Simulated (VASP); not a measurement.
Input of a VASP 6.6.1 run:

File INCAR:

```
PREC = Accurate
ENCUT = 520
EDIFF = 1E-6
ISMEAR = 0
SIGMA = 0.1
LREAL = False
LASPH = True
NELM = 80
ALGO = Fast
ISIF = 2
LWAVE = False
LCHARG = False
GGA = PE
NBANDS = 23
```

KPOINTS

```
regular mesh
0
Gamma
  14 14 8
```

POSCAR

```
TiAl
1.0
    3.5602857974      0.0000000000      0.0000000000
    0.0000000000      3.5602857974      0.0000000000
    0.0000000000      0.0000000000      7.0328352084
Ti Al
2 2
Direct
    0.0000000000      0.0000000000      0.3587976064
    0.0000000000      0.0000000000      0.6412023936
    0.5000000000      0.5000000000      0.0000000000
    0.0000000000      0.0000000000      0.0000000000
```

Potentials or basis: VASP PAW PBE potentials, release 64 (Ti_sv, Al).

Launch:

```console
$ cat potpaw_PBE.64/Ti_sv/POTCAR potpaw_PBE.64/Al/POTCAR > POTCAR
$ mpirun -np 1 vasp_std > vasp.out
```

Predict the pressure.

0.4 GPa.

Predict the band gap on the k mesh.

zero (bands 15 and 16 overlap by 1.50 eV).

Estimate the largest force.

0.497 eV/Å.

Forces on the atoms (eV/Å):
```
Ti   0.000  0.000 -0.497
Ti   0.000  0.000  0.497
Al   0.000  0.000  0.000
Al   0.000  0.000  0.000
```

Caveat: atoms lie so close that the PAW spheres overlap strongly, which falsifies energies and pressures.
